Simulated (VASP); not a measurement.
A run of VASP 6.6.1 is set up as follows.

File INCAR:

```
  PREC = Accurate
  ENCUT = 520
  EDIFF = 1E-6
  ISMEAR = -1
  SIGMA = 0.05
  LREAL = F
  LASPH = T
  NELM = 150
  ALGO = Normal
  ISIF = 2
  LWAVE = F
  LCHARG = F
  ISPIN = 2
  MAGMOM = 4 0
  LORBIT = 11
  LMAXMIX = 4
  GGA = PE
  NBANDS = 20
```

File KPOINTS:

```
Automatic mesh
0
Gamma
  14 14 14
```

The input POSCAR:

```
MnO
1.0
    0.0000000000      2.2655796914      2.2655796914
    2.2655796914      0.0000000000      2.2655796914
    2.2655796914      2.2655796914      0.0000000000
Mn O
1 1
Direct
    0.0000000000      0.0000000000      0.0000000000
    0.5000000000      0.5000000000      0.5000000000
```

Potentials or basis: VASP PAW PBE potentials, release 64 (Mn_pv, O).

The run is started by

```bash
$ cat potpaw_PBE.64/Mn_pv/POTCAR potpaw_PBE.64/O/POTCAR > POTCAR
$ mpirun -np 1 vasp_std > vasp.out
```

(1) Predict the site moments.

(2) What does it give for the net moment?

(3) Estimate the pressure.

Results:

(1) Mn +4.42; O +0.21 μB.

(2) 4.89 μB per cell.

(3) -5.8 GPa.

Caveat: a cell with one magnetic atom can't hold antiferromagnetic order, which such compounds often take.
